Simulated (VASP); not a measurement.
Wanted: the native input for a VASP 6.6.1 run.

```yaml
Task: single point
Functional: PBE
Potentials_or_basis: VASP PAW PBE potentials, release 64 (Cd, S)
Cutoff: 520 eV
k_mesh: 6 × 4 × 4
Occupations: gaussian, width 0.1 eV
Spin: no spin polarisation
Dipole_correction: no
Further_INCAR_settings: ALGO = Normal; EDIFF = 1e-07; NBANDS = 26
```

The structure of CdS lies in POSCAR:

```
CdS
1.0
    3.6053027100      0.0000000000      0.0000000000
    0.0000000000      3.9801880600      0.0000000000
    0.0000000000      0.0000000000      6.9085855900
Cd S
2 2
Direct
    0.5000000000      0.0000000000      0.1788195300
    0.5000000000      0.0000000000      0.8211804700
    0.5000000000      0.7597398800      0.5000000000
    0.5000000000      0.2402601200      0.5000000000
```

The cell was generated, and may not be a known phase.

One way to write it, as run:

INCAR

```
PREC = Accurate
ENCUT = 520
EDIFF = 1E-7
ISMEAR = 0
SIGMA = 0.1
LREAL = False
LASPH = True
NELM = 80
ALGO = Normal
ISIF = 2
LWAVE = False
LCHARG = False
GGA = PE
NBANDS = 26
```

KPOINTS

```
Automatic mesh
0
Gamma
  6 4 4
```

Potentials or basis: VASP PAW PBE potentials, release 64 (Cd, S).

Launch:

```console
$ cat potpaw_PBE.64/Cd/POTCAR potpaw_PBE.64/S/POTCAR > POTCAR
$ mpirun -np 1 vasp_std > vasp.out
```

Results of the run:

```json
{"Pressure": "20.5 GPa", "Largest force": "2.017 eV/Å", "Band gap on the k mesh": "zero (bands 18 and 19 overlap by 2.26 eV)"}
```

Caveat: the k points lie up to 0.39 Å⁻¹ apart, too coarse for converged energies and pressures of a metal; forces of over 1 eV/Å act on the atoms, so gaps and moduli don't describe the material at rest.

It took 43 s on 1 thread of AMD EPYC 9R45 96-Core Processor (Zen 5), on a shared host, peak memory 0.22 GiB.
